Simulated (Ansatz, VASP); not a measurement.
**Bi in VASP and in Ansatz**

```
Bi
1.0
     3.13798    0.00000    0.00000
     0.00000    3.13798    0.00000
     0.00000    0.00000    3.13798
Bi
1
Direct
  0.00000 0.00000 0.00000
```

Change from the starting cell: volume scaled by 0.88, PAW files.

Alike in both runs: task single point; functional PBE; k mesh 13 × 13 × 13; occupations fermi-dirac, width 0.08 eV; no spin polarisation.

|  | VASP | Ansatz |
| --- | --- | --- |
| version | VASP 6.6.1 | Ansatz 0.2.0 |
| potentials or method | VASP PAW PBE potentials, release 64 (Bi_d) | PAW with Ansatz's default frozen-core files, scalar-relativistic |
| plane-wave cutoff (eV) | 520 | 420 |
| valence electrons in the cell | 15 | 15 |

```tsv
	VASP	Ansatz	Ansatz less VASP
pressure (GPa)	7.9	8.0	+0.06
```

Neither program's run includes spin-orbit coupling.
